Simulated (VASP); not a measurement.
# BP in VASP: relaxation of the atoms with PBE

Aim: the relaxation of the atoms of BP with PBE.

Program: VASP 6.6.1. These are calculated values, not measurements. Logs are shortened: lines on timing, memory, paths and dates and some standing lists are left out, and cuts for length are marked.

## (1) The cell of the first run

The cell holds a slab with vacuum, 10 atoms: a = 3.216 Å, b = 3.216 Å, c = 25.234 Å, α = 90.00°, β = 90.00°, γ = 90.00°.

## (2) Relaxation of the atoms, PBE

Input file INCAR:

```
SYSTEM = BP
PREC = Accurate
ENCUT = 520
EDIFF = 1E-6
ISMEAR = 0
SIGMA = 0.05
LREAL = .False.
LASPH = .True.
NELM = 100
ALGO = Normal
ISIF = 2
LWAVE = .False.
LCHARG = .False.
LDIPOL = .True.
IDIPOL = 3
DIPOL = 0.5 0.5 0.500
GGA = PE
IBRION = 2
NSW = 80
EDIFFG = -0.02
```

Input file KPOINTS:

```
regular mesh
0
Gamma
  8 8 1
  0 0 0
```

Input file POSCAR:

```
BP
1.0
    3.2161364111      0.0000000000      0.0000000000
    0.0000000000      3.2161364111      0.0000000000
    0.0000000000      0.0000000000     25.2336833947
P B
5 5
Direct
    0.0000000000      0.5000000000      0.2972217683
    0.5000000000      0.0000000000      0.3873454268
    0.0000000000      0.5000000000      0.4774690854
    0.5000000000      0.0000000000      0.5675927439
    0.0000000000      0.5000000000      0.6577164024
    0.5000000000      0.5000000000      0.3422835976
    0.0000000000      0.0000000000      0.4324072561
    0.5000000000      0.5000000000      0.5225309146
    0.0000000000      0.0000000000      0.6126545732
    0.5000000000      0.5000000000      0.7027782317
```

Potentials or basis: VASP PAW PBE potentials, release 64 (P, B).

On the command line:

```sh
$ cat potpaw_PBE.64/P/POTCAR potpaw_PBE.64/B/POTCAR > POTCAR
$ mpirun -np 1 vasp_std > vasp.out
```

OUTCAR:

```text
SYSTEM = BP
   PREC = Accurate
   ENCUT = 520
   EDIFF = 1E-6
   ISMEAR = 0
   LREAL = .False.
   LASPH = .True.
   NELM = 100
   ISIF = 2
   GGA = PE
   IBRION = 2
   NSW = 80
   EDIFFG = -0.02

 ion  position               nearest neighbor table
   1  0.000  0.500  0.297-   6 1.97   6 1.97
   2  0.500  0.000  0.387-   6 1.97   6 1.97   7 1.97   7 1.97
   3  0.000  0.500  0.477-   8 1.97   8 1.97   7 1.97   7 1.97
   4  0.500  0.000  0.568-   9 1.97   9 1.97   8 1.97   8 1.97
   5  0.000  0.500  0.658-   9 1.97   9 1.97  10 1.97  10 1.97
   6  0.500  0.500  0.342-   2 1.97   2 1.97   1 1.97   1 1.97
   7  0.000  0.000  0.432-   2 1.97   2 1.97   3 1.97   3 1.97
   8  0.500  0.500  0.523-   3 1.97   3 1.97   4 1.97   4 1.97
   9  0.000  0.000  0.613-   5 1.97   5 1.97   4 1.97   4 1.97
  10  0.500  0.500  0.703-   5 1.97   5 1.97

  LATTYP: Found a simple tetragonal cell.
 ALAT       =     3.2161364111
 C/A-ratio  =     7.8459617906

  Lattice vectors:

 A1 = (   3.2161364111,   0.0000000000,   0.0000000000)
 A2 = (   0.0000000000,   3.2161364111,   0.0000000000)
 A3 = (   0.0000000000,   0.0000000000,  25.2336833947)

Analysis of symmetry for initial positions (statically):
=====================================================================
 Subroutine PRICEL returns:
 Original cell was already a primitive cell.

 Routine SETGRP: Setting up the symmetry group for a
 simple tetragonal supercell.

 Subroutine GETGRP returns: Found  4 space group operations
 (whereof  4 operations were pure point group operations)
 out of a pool of 16 trial point group operations.

The static configuration has the point symmetry C_2v.

Analysis of symmetry for dynamics (positions and initial velocities):
=====================================================================
 Subroutine PRICEL returns:
 Original cell was already a primitive cell.

 Routine SETGRP: Setting up the symmetry group for a
 simple tetragonal supercell.

 Subroutine GETGRP returns: Found  4 space group operations
 (whereof  4 operations were pure point group operations)
 out of a pool of 16 trial point group operations.

The dynamic configuration has the point symmetry C_2v.

 Subroutine INISYM returns: Found  4 space group operations
 (whereof  4 operations are pure point group operations),
 and found     1 'primitive' translations

----------------------------------------------------------------------------------------

                                     Primitive cell

  volume of cell :     261.0054

  direct lattice vectors                    reciprocal lattice vectors
[... 150 lines left out ...]
  ---------------------------------------------------
  free energy    TOTEN  =       -59.67253052 eV

  energy without entropy =      -59.66606547  energy(sigma->0) =      -59.66929799

 E-fermi :  -0.0365     XC(G=0):  -5.7974

 val. band max:       -0.0452354060   @ k =  -0.1250   0.2500   0.0000
 cond. band min:      -0.0265476720   @ k =   0.2500   0.0000   0.0000
 fundamental gap:      0.0186877340
 Fermi energy:        -0.0364568058

 k-point     1 :       0.0000    0.0000    0.0000
  band No.  band energies     occupation
      1     -15.2048      2.00000
      2     -14.4191      2.00000
      3     -13.3696      2.00000
      4     -12.0507      2.00000
      5     -10.4504      2.00000
      6      -7.7541      2.00000
[... 685 lines left out ...]
     25       3.0444      0.00000
     26       3.2635      0.00000

 [... further k-points ...]

------------------------ aborting loop because EDIFF is reached ----------------------------------------

 vacuum level on the upper side and lower side of the slab       (xc-potential included)        -0.466        -0.063

  FORCE on cell =-STRESS in cart. coord.  units (eV):
  Direction    XX          YY          ZZ          XY          YZ          ZX
  --------------------------------------------------------------------------------------
  -------------------------------------------------------------------------------------
  Total       -1.3803610     -5.1614181     -2.6397816      0.0000000      0.0000000      0.0000000
  in kB       -8.4733216    -31.6832740    -16.2042526      0.0000000      0.0000000      0.0000000
  external PRESSURE =     -18.7869494 kB  Pullay stress =       0.0000000 kB
[... 113 lines left out ...]
  FREE ENERGIE OF THE ION-ELECTRON SYSTEM (eV)
  ---------------------------------------------------
  free  energy   TOTEN  =       -59.8402564070 eV

  energy  without entropy=      -59.8351174741  energy(sigma->0) =      -59.83768694

[... ionic steps 4 to 13 ...]

--------------------------------------- Ionic step       14  -------------------------------------------

 number of electron      39.9999992 magnetization

------------------------ aborting loop because EDIFF is reached ----------------------------------------
[... 83 lines left out ...]
--------------------------------------- Ionic step       16  -------------------------------------------

 number of electron      39.9999992 magnetization

 dipolmoment           0.000000      0.000000     -0.046583 electrons x Angstroem

 Free energy of the ion-electron system (eV)
  ---------------------------------------------------
  ext. energy  EPLUGINS =         0.00000000
  ---------------------------------------------------
  free energy    TOTEN  =       -59.86500863 eV

  energy without entropy =      -59.85901747  energy(sigma->0) =      -59.86201305

 E-fermi :   0.1096     XC(G=0):  -5.6618

 val. band max:        0.0979809268   @ k =   0.0000   0.3750   0.0000
 cond. band min:       0.1502361367   @ k =  -0.1250   0.2500   0.0000
 fundamental gap:      0.0522552099
 Fermi energy:         0.1096108686

 k-point     1 :       0.0000    0.0000    0.0000
  band No.  band energies     occupation
      1     -15.2321      2.00000
      2     -14.4633      2.00000
      3     -13.4298      2.00000
      4     -12.1055      2.00000
      5     -10.3706      2.00000
      6      -7.7193      2.00000
[... 685 lines left out ...]
     25       3.1655      0.00000
     26       3.4577      0.00000

 [... further k-points ...]

------------------------ aborting loop because EDIFF is reached ----------------------------------------

 vacuum level on the upper side and lower side of the slab       (xc-potential included)        -0.413         0.387

  FORCE on cell =-STRESS in cart. coord.  units (eV):
  Direction    XX          YY          ZZ          XY          YZ          ZX
  --------------------------------------------------------------------------------------
  -------------------------------------------------------------------------------------
  Total        0.5713695     -5.1955775     -0.0402172      0.0000000      0.0000000      0.0000000
  in kB        3.5073418    -31.8929608     -0.2468725      0.0000000      0.0000000      0.0000000
  external PRESSURE =      -9.5441638 kB  Pullay stress =       0.0000000 kB
[... 25 lines left out ...]
  FREE ENERGIE OF THE ION-ELECTRON SYSTEM (eV)
  ---------------------------------------------------
  free  energy   TOTEN  =       -59.8650086336 eV

  energy  without entropy=      -59.8590174745  energy(sigma->0) =      -59.86201305

 reached required accuracy - stopping structural energy minimisation

 vacuum level on the upper side and lower side of the slab         5.515         6.332
```

Run time: 16 min. Hardware: 1 thread of AMD EPYC 9R45 (Zen 5), shared host; peak memory 0.37 GiB.

Results:

| Quantity | Value |
| --- | --- |
| Free energy | -59.8650 eV |
| Energy gained by relaxing | 19.2 meV/atom |
| Ionic steps | 16 |
| Band gap on the k mesh | zero (bands 20 and 21 overlap by 1.14 eV) |

Forces in eV/Å, atoms in the order of the input:
```
P    0.000  0.000 -0.002
P    0.000  0.000 -0.001
P    0.000  0.000 -0.002
P    0.000  0.000  0.001
P    0.000  0.000  0.000
B    0.000  0.000  0.002
B    0.000  0.000  0.002
B    0.000  0.000  0.000
B    0.000  0.000  0.001
B    0.000  0.000  0.000
```

The path:
```tsv
step	energy change (eV)	largest force (eV/Å)	pressure (GPa)
1	0.0000	1.8426	-1.88
2	-0.1677	0.4676	-1.54
3	-0.1677	0.4721	-1.53
4	-0.1827	0.2066	-1.42
5	-0.1842	0.1724	-1.36
6	-0.1878	0.1026	-1.30
7	-0.1880	0.1417	-1.28
8	-0.1899	0.0711	-1.22
9	-0.1901	0.0816	-1.20
10	-0.1911	0.0460	-1.16
11	-0.1913	0.0593	-1.12
12	-0.1919	0.0569	-1.07
13	-0.1920	0.0845	-1.04
14	-0.1924	0.0359	-0.99
15	-0.1925	0.0224	-0.96
16	-0.1925	0.0025	-0.95
```

Final structure:
```
CELL_PARAMETERS angstrom
3.21614 0.00000 0.00000
0.00000 3.21614 0.00000
0.00000 0.00000 25.23368
ATOMIC_POSITIONS crystal
P 0.00000 0.50000 0.29824
P 0.50000 0.00000 0.38823
P 0.00000 0.50000 0.47799
P 0.50000 0.00000 0.56823
P 0.00000 0.50000 0.65911
B 0.50000 0.50000 0.34323
B 0.00000 0.00000 0.43313
B 0.50000 0.50000 0.52301
B 0.00000 0.00000 0.61259
B 0.50000 0.50000 0.69624
```
